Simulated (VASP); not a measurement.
# Gd (Im-3m) in VASP: single point with PBEsol

Aim: the single point of Gd with PBEsol.

Everything below comes from runs of VASP 6.6.1. Logs are shortened: lines on timing, memory, paths and dates and some standing lists are left out, and cuts for length are marked.

### 1 The cell of the first run

The structure is cubic, space group Im-3m (No. 229). The conventional cell has a = 3.953 Å, b = 3.953 Å, c = 3.953 Å, α = 90.00°, β = 90.00°, γ = 90.00°. Within 4.5 Å of Gd (site symmetry m-3m) lie 14 Gd at 3.42 to 3.95 Å.

This isn't the form of Gd at room conditions, which is hcp.

### 2 Single point, PBEsol, collinear spin, ferromagnetic start

INCAR reads:

```
PREC     = Accurate       # precision mode
ENCUT    = 600            # plane-wave cutoff, eV
EDIFF    = 1E-6           # SCF threshold, eV
ISMEAR   = -1             # smearing method
SIGMA    = 0.05           # smearing width, eV
LREAL    = False          # projectors in reciprocal space
LASPH    = True           # aspherical terms in the spheres
NELM     = 200            # most SCF steps
ALGO     = Normal         # electronic algorithm
ISIF     = 2              # what is computed and relaxed
LWAVE    = False          # write WAVECAR
LCHARG   = False          # write CHGCAR
ISPIN    = 2              # spin polarisation
MAGMOM   = 7              # initial moments
LORBIT   = 11             # projections on sites
LMAXMIX  = 6              # l up to which the mixer works
GGA      = PS             # functional
NBANDS   = 19             # bands
GGA_COMPAT= False
```

KPOINTS reads:

```
regular mesh
0
Gamma
  16 16 16
```

POSCAR reads:

```
Gd
1.0
    1.9762848662      1.9762848662      1.9762848662
   -1.9762848662      1.9762848662      1.9762848662
   -1.9762848662     -1.9762848662      1.9762848662
Gd
1
Direct
    0.0000000000      0.0000000000      0.0000000000
```

Potentials or basis: VASP PAW PBE potentials, release 64 (Gd).

Launch:

```console
> cat potpaw_PBE.64/Gd/POTCAR > POTCAR
> mpirun -np 1 vasp_std > vasp.out
```

OUTCAR:

```text
PREC = Accurate
   ENCUT = 600
   EDIFF = 1E-6
   ISMEAR = -1
   LREAL = False
   LASPH = True
   NELM = 200
   ISIF = 2
   ISPIN = 2
   LORBIT = 11
   GGA = PS

 ion  position               nearest neighbor table
   1  0.000  0.000  0.000-

  LATTYP: Found a body centered cubic cell.
 ALAT       =     3.9525697324

  Lattice vectors:

 A1 = (   1.9762848662,  -1.9762848662,  -1.9762848662)
 A2 = (   1.9762848662,   1.9762848662,   1.9762848662)
 A3 = (  -1.9762848662,  -1.9762848662,   1.9762848662)

Analysis of symmetry for initial positions (statically):
=====================================================================
 Subroutine PRICEL returns:
 Original cell was already a primitive cell.

 Routine SETGRP: Setting up the symmetry group for a
 body centered cubic supercell.

 Subroutine GETGRP returns: Found 48 space group operations
 (whereof 48 operations were pure point group operations)
 out of a pool of 48 trial point group operations.

The static configuration has the point symmetry O_h .

Analysis of symmetry for dynamics (positions and initial velocities):
=====================================================================
 Subroutine PRICEL returns:
 Original cell was already a primitive cell.

 Routine SETGRP: Setting up the symmetry group for a
 body centered cubic supercell.

 Subroutine GETGRP returns: Found 48 space group operations
 (whereof 48 operations were pure point group operations)
 out of a pool of 48 trial point group operations.

The dynamic configuration has the point symmetry O_h .

Analysis of structural, dynamic, and magnetic symmetry:
=====================================================================
 Subroutine PRICEL returns:
 Original cell was already a primitive cell.

 Routine SETGRP: Setting up the symmetry group for a
 body centered cubic supercell.

 Subroutine GETGRP returns: Found 48 space group operations
 (whereof 48 operations were pure point group operations)
 out of a pool of 48 trial point group operations.

The overall configuration has the point symmetry O_h .

 Subroutine INISYM returns: Found 48 space group operations
 (whereof 48 operations are pure point group operations),
 and found     1 'primitive' translations

----------------------------------------------------------------------------------------

                                     Primitive cell

  volume of cell :      30.8751

  direct lattice vectors                    reciprocal lattice vectors
     1.976284866  1.976284866  1.976284866     0.252999964  0.000000000  0.252999964
    -1.976284866  1.976284866  1.976284866    -0.252999964  0.252999964  0.000000000
    -1.976284866 -1.976284866  1.976284866     0.000000000 -0.252999964  0.252999964

  length of vectors
     3.423025798  3.423025798  3.423025798     0.357795980  0.357795980  0.357795980

  position of ions in fractional coordinates (direct lattice)
     0.000000000  0.000000000  0.000000000

  ion indices of the primitive-cell ions
   primitive index   ion index
                 1           1

----------------------------------------------------------------------------------------

 KPOINTS: regular mesh

Automatic generation of k-mesh.
 Grid dimensions read from file:
 generate k-points for:   16   16   16

 Generating k-lattice:

  Cartesian coordinates                     Fractional coordinates (reciprocal lattice)
     0.015812498  0.000000000  0.015812498     0.062500000  0.000000000  0.000000000
    -0.015812498  0.015812498  0.000000000     0.000000000  0.062500000  0.000000000
     0.000000000 -0.015812498  0.015812498     0.000000000  0.000000000  0.062500000

  Length of vectors
     0.022362249  0.022362249  0.022362249

  Shift w.r.t. Gamma in fractional coordinates (k-lattice)
     0.000000000  0.000000000  0.000000000

 Subroutine IBZKPT returns following result:
 ===========================================

 Found    145 irreducible k-points:

 Following reciprocal coordinates:
            Coordinates               Weight
  0.000000  0.000000  0.000000      1.000000
  0.062500  0.000000  0.000000     12.000000
  0.125000  0.000000  0.000000     12.000000
  0.187500  0.000000  0.000000     12.000000
  0.250000  0.000000  0.000000     12.000000
  0.312500  0.000000  0.000000     12.000000
[... 16 lines left out ...]
  0.375000  0.187500  0.000000     24.000000
  0.437500  0.187500 -0.000000     48.000000
 [... further k-points ...]
   k-points           NKPTS =    145   k-points in BZ     NKDIM =    145   number of bands    NBANDS=     19
   number of dos      NEDOS =    301   number of ions     NIONS =      1
   total plane-waves  NPLWV =  21952
   dimension x,y,z NGX =    28 NGY =   28 NGZ =   28
   dimension x,y,z NGXF=    56 NGYF=   56 NGZF=   56
   ions per type =               1
   NGX,Y,Z   is equivalent  to a cutoff of  13.60, 13.60, 13.60 a.u.
   NGXF,Y,Z  is equivalent  to a cutoff of  27.20, 27.20, 27.20 a.u.
 SYSTEM =  unknown system
   PREC   = accura    normal or accurate (medium, high low for compatibility)
   ISTART =      0    job   : 0-new  1-cont  2-samecut
   ICHARG =      2    charge: 1-file 2-atom 10-const
   ISPIN  =      2    spin polarized calculation?
   LNONCOLLINEAR =      F non collinear calculations
   LSORBIT =      F    spin-orbit coupling
   LASPH  =      T    aspherical Exc in radial PAW
   ENCUT  =  600.0 eV  44.10 Ry    6.64 a.u.   6.84  6.84  6.84*2*pi/ulx,y,z
   NELM   =    200;   NELMIN=  2; NELMDL= -5     # of ELM steps
   EDIFF  = 0.1E-05   stopping-criterion for ELM
   LREAL  =      F    real-space projection
   EDIFFG = 0.1E-04   stopping-criterion for IOM
   NSW    =      0    number of steps for IOM
   IBRION =     -1    ionic relax: 0-MD 1-quasi-New 2-CG
   NFREE  =      0    steps in history (QN), initial steepest desc. (CG)
   ISIF   =      2    stress and relaxation
   ISYM   =      2    0-nonsym 1-usesym 2-fastsym
   POTIM  = 0.5000    time-step for ionic-motion
   TEBEG  =    0.0;   TEEND  =   0.0 temperature during run
   PSTRESS=    0.0 pullay stress
   NELECT =      18.0000    total number of electrons
   NUPDOWN=      -1.0000    fix difference up-down
   EMIN   =  10.00;   EMAX   =-10.00  energy-range for DOS
   EFERMI =   0.00;   METHOD = LEGACY
   ISMEAR =    -1;   SIGMA  =   0.05  broadening in eV -4-tet -1-fermi 0-gaus
   EFERMI_NEDOS =   21; number of points for ismear=-14 and -15
   IALGO  =     38    algorithm
   IMIX   =      4    mixing-type and parameters
     AMIX     =   0.40;   BMIX     =  1.00
     AMIX_MAG =   1.60;   BMIX_MAG =  1.00
  volume/ion in A,a.u.               =      30.88       208.36
  Fermi-wavevector in a.u.,A,eV,Ry     =   1.367612  2.584411 25.447815  1.870362
  Thomas-Fermi vector in A             =   2.493649
   LORBIT       =     11    0 simple, 1 ext, 2 COOP (PROOUT), +10 PAW based schemes
   GGA     = PS    functional components
   LHFCALC =     F    Hartree Fock is set to
   AEXX    =    0.0000 exact exchange contribution
   IVDW    =     0    specifies the selected vdW correction
   LEPSILON=     F    determine dielectric tensor
   LRPA    =     F    only Hartree local field effects (RPA)
 spin polarized calculation
  energy-cutoff  :      600.00
  volume of cell :       30.88
 maximum number of plane-waves:      1055
   NGX = 13   NGY = 13   NGZ = 13

 number of electron      17.9999995 magnetization       7.6389094

 Free energy of the ion-electron system (eV)
  ---------------------------------------------------
  ext. energy  EPLUGINS =         0.00000000
  ---------------------------------------------------
  free energy    TOTEN  =       -11.95837006 eV

  energy without entropy =      -11.94411219  energy(sigma->0) =      -11.95124112

 E-fermi :   3.1618     XC(G=0): -10.4237

 val. band max:        3.1602866658   @ k =   0.3750   0.1250   0.0000
 cond. band min:       3.1642398246   @ k =   0.1875   0.5000   0.0625
 fundamental gap:      0.0039531588
 Fermi energy:         3.1617960003

 spin component 1

 k-point     1 :       0.0000    0.0000    0.0000
  band No.  band energies     occupation
      1     -41.9967      1.00000
      2     -18.9476      1.00000
      3     -18.9476      1.00000
      4     -18.9476      1.00000
      5      -2.0246      1.00000
      6      -1.6128      1.00000
[... 11 lines left out ...]
     18      13.9132      0.00000
     19      13.9132      0.00000

 k-point     2 :       0.0625    0.0000    0.0000
  band No.  band energies     occupation
      1     -41.9932      1.00000
      2     -18.9839      1.00000
      3     -18.9586      1.00000
      4     -18.9478      1.00000
      5      -1.9023      1.00000
      6      -1.6110      1.00000
[... 11 lines left out ...]
     18      14.0320      0.00000
     19      14.1299      0.00000

 k-point     3 :       0.1250    0.0000    0.0000
  band No.  band energies     occupation
      1     -41.9834      1.00000
      2     -19.0858      1.00000
      3     -18.9899      1.00000
      4     -18.9484      1.00000
      5      -1.6064      1.00000
      6      -1.6013      1.00000
[... 11 lines left out ...]
     18      14.3228      0.00000
     19      14.7468      0.00000

 k-point     4 :       0.1875    0.0000    0.0000
  band No.  band energies     occupation
      1     -41.9686      1.00000
      2     -19.2346      1.00000
      3     -19.0364      1.00000
      4     -18.9494      1.00000
      5      -1.6006      1.00000
      6      -1.5863      1.00000
[... 407 lines left out ...]
     18      11.6249      0.00000
     19      12.6045      0.00000

 k-point    23 :       0.3750    0.1875    0.0000
  band No.  band energies     occupation
      1     -41.9296      1.00000
      2     -19.5503      1.00000
      3     -19.1590      1.00000
      4     -19.0117      1.00000
      5      -1.5796      1.00000
      6      -1.5571      1.00000
[... 11 lines left out ...]
     18      13.5636      0.00000
     19      15.3693      0.00000

 k-point    24 :       0.4375    0.1875   -0.0000
  band No.  band energies     occupation
      1     -41.9158      1.00000
      2     -19.6371      1.00000
      3     -19.2323      1.00000
      4     -19.0234      1.00000
      5      -1.5749      1.00000
      6      -1.5714      1.00000
[... 11 lines left out ...]
     18      12.7299      0.00000
     19      14.6180      0.00000

 [... further k-points ...]

 spin component 2

 k-point     1 :       0.0000    0.0000    0.0000
  band No.  band energies     occupation
      1     -38.7730      1.00000
      2     -16.5041      1.00000
      3     -16.5041      1.00000
      4     -16.5041      1.00000
      5      -1.0981      1.00000
      6       3.5698      0.00029
[... 11 lines left out ...]
     18      14.9059      0.00000
     19      14.9059      0.00000

 k-point     2 :       0.0625    0.0000    0.0000
  band No.  band energies     occupation
      1     -38.7686      1.00000
      2     -16.5485      1.00000
      3     -16.5171      1.00000
      4     -16.5045      1.00000
      5      -0.9690      1.00000
      6       3.5618      0.00034
[... 11 lines left out ...]
     18      15.0287      0.00000
     19      15.1220      0.00000

 k-point     3 :       0.1250    0.0000    0.0000
  band No.  band energies     occupation
      1     -38.7564      1.00000
      2     -16.6726      1.00000
      3     -16.5538      1.00000
      4     -16.5058      1.00000
      5      -0.6002      1.00000
      6       3.5379      0.00054
[... 11 lines left out ...]
     18      15.3380      0.00000
     19      15.7406      0.00000

 k-point     4 :       0.1875    0.0000    0.0000
  band No.  band energies     occupation
      1     -38.7381      1.00000
      2     -16.8524      1.00000
      3     -16.6083      1.00000
      4     -16.5077      1.00000
      5      -0.0489      1.00000
      6       3.5030      0.00109
[... 407 lines left out ...]
     18      13.1292      0.00000
     19      13.6543      0.00000

 k-point    23 :       0.3750    0.1875    0.0000
  band No.  band energies     occupation
      1     -38.6895      1.00000
      2     -17.2284      1.00000
      3     -16.7563      1.00000
      4     -16.5822      1.00000
      5       1.4810      1.00000
      6       3.3814      0.01221
[... 11 lines left out ...]
     18      14.7146      0.00000
     19      16.5540      0.00000

 k-point    24 :       0.4375    0.1875   -0.0000
  band No.  band energies     occupation
      1     -38.6724      1.00000
      2     -17.3311      1.00000
      3     -16.8438      1.00000
      4     -16.5964      1.00000
      5       1.9738      1.00000
      6       3.3716      0.01483
[... 11 lines left out ...]
     18      14.0222      0.00000
     19      15.8554      0.00000

 [... further k-points ...]
[... 5 lines left out ...]
  --------------------------------------------------------------------------------------
  -------------------------------------------------------------------------------------
  Total        0.0072906      0.0072906      0.0072906     -0.0000000      0.0000000      0.0000000
  in kB        0.3783241      0.3783241      0.3783241     -0.0000000      0.0000000      0.0000000
  external PRESSURE =       0.3783241 kB  Pullay stress =       0.0000000 kB

 VOLUME and BASIS-vectors are now :
 -----------------------------------------------------------------------------
  energy-cutoff  :      600.00
  volume of cell :       30.88
      direct lattice vectors                 reciprocal lattice vectors
     1.976284866  1.976284866  1.976284866     0.252999964  0.000000000  0.252999964
    -1.976284866  1.976284866  1.976284866    -0.252999964  0.252999964  0.000000000
    -1.976284866 -1.976284866  1.976284866     0.000000000 -0.252999964  0.252999964

 POSITION                                       TOTAL-FORCE (eV/Angst)
 -----------------------------------------------------------------------------------
      0.00000      0.00000      0.00000         0.000000      0.000000      0.000000
 -----------------------------------------------------------------------------------
    total drift:                                0.000000     -0.000000     -0.000000

  FREE ENERGIE OF THE ION-ELECTRON SYSTEM (eV)
  ---------------------------------------------------
  free  energy   TOTEN  =       -11.9583700585 eV

  energy  without entropy=      -11.9441121854  energy(sigma->0) =      -11.95124112

 total charge

# of ion       s       p       d       f       tot
--------------------------------------------------
    1        2.075   5.538   0.629   6.972  15.214

 magnetization (x)

# of ion       s       p       d       f       tot
--------------------------------------------------
    1        0.003  -0.047   0.253   6.820   7.029
```

Run time: 9.5 min. Hardware: 1 thread of Oxide Virtual Turin-like, shared host; peak memory 0.28 GiB.

What came out:

- Free energy: -11.9584 eV
- Pressure: 0.0 GPa
- Net moment: 7.64 μB per cell
- Site moments: Gd +7.03 μB
- Valence electrons inside the program's atomic spheres: Gd 15.21

Caveat: the PAW data sets were made with another functional, which shifts forces and pressure a little; spin-orbit coupling is left out, which moves the levels of the heavy elements; semilocal functionals describe open f shells poorly, which spoils levels, moments and volumes. The state reached can hang on the start; a lower one may exist.
